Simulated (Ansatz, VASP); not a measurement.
# One calculation of HfO2, two programs

The input INCAR:

```
SYSTEM = HfO2
ALGO     = Normal         ! electronic algorithm
EDIFF    = 1E-6           ! SCF threshold, eV
ENCUT    = 520            ! plane-wave cutoff, eV
GGA      = PE             ! functional
ISIF     = 2              ! what is computed and relaxed
ISMEAR   = 0              ! smearing method
LASPH    = .TRUE.         ! aspherical terms in the spheres
LCHARG   = .FALSE.        ! write CHGCAR
LREAL    = .FALSE.        ! projectors in reciprocal space
LWAVE    = .FALSE.        ! write WAVECAR
NBANDS   = 18             ! bands
NELM     = 100            ! most SCF steps
PREC     = Accurate       ! precision mode
SIGMA    = 0.05           ! smearing width, eV
```

The input KPOINTS:

```
k-points
0
G
  8 8 8
  0 0 0
```

Contents of POSCAR:

```
HfO2
1.0
    0.0000000000      2.6214375000      2.5575000000
    2.6214375000      0.0000000000      2.5575000000
    2.6214375000      2.6214375000      0.0000000000
Hf O
1 2
Direct
    0.0000000000      0.0000000000      0.0000000000
    0.2500000000      0.2500000000      0.2500000000
    0.7500000000      0.7500000000      0.7500000000
```

Input for Ansatz:

```yaml
crystal:
  lattice:
    - [0.0, 2.6214375, 2.5575]
    - [2.6214375, 0.0, 2.5575]
    - [2.6214375, 2.6214375, 0.0]
  atoms:
    - { symbol: Hf, position: [0.0, 0.0, 0.0] }
    - { symbol: O, position: [0.25, 0.25, 0.25] }
    - { symbol: O, position: [0.75, 0.75, 0.75] }
basis:
  ecutwfc: 420
kpoints:
  mp_grid: { grid: [8, 8, 8] }
hamiltonian:
  xc: pbe
scf:
  occupations: { method: gaussian, width: 0.05 }
output:
  forces: true
  stress: true
  eigenvalues: true
  write_density: true
  write_potential: true
  elf: true
  volumetric_format: npy
```

Change from the starting cell: strain +0.025 along x and y, +0.000 along z, atoms carried along.

Alike in both runs: task single point; functional PBE; k mesh 8 × 8 × 8; occupations gaussian, width 0.05 eV; no spin polarisation.

|  | VASP | Ansatz |
| --- | --- | --- |
| version | VASP 6.6.1 | Ansatz 0.2.0 |
| potentials or method | VASP PAW PBE potentials, release 64 (Hf_pv, O), cutoff 520 eV | scalar-relativistic, plane waves, PAW |
| valence electrons in the cell | 22 | 38 |

Ansatz gave:

```
gap on the k mesh at the Fermi level (eV)                     : 3.41
least direct gap on the mesh (eV)                             : 3.42
pressure (GPa)                                                : -12.9
traceless stress, the component that is largest in VASP (GPa) : 6.85
```

Task: What did VASP give for the same quantities?

Result: gap on the k mesh at the Fermi level (eV): 3.40; least direct gap on the mesh (eV): 3.41; pressure (GPa): -16.0; traceless stress, the component that is largest in VASP (GPa): 6.96.

The functional is the same, so the differences come from potentials, cutoffs and numerics. VASP's potentials hold 22 valence electrons a cell and Ansatz's 38, so a difference there can come from the potentials and not from the codes.

Spin-orbit coupling is off throughout.
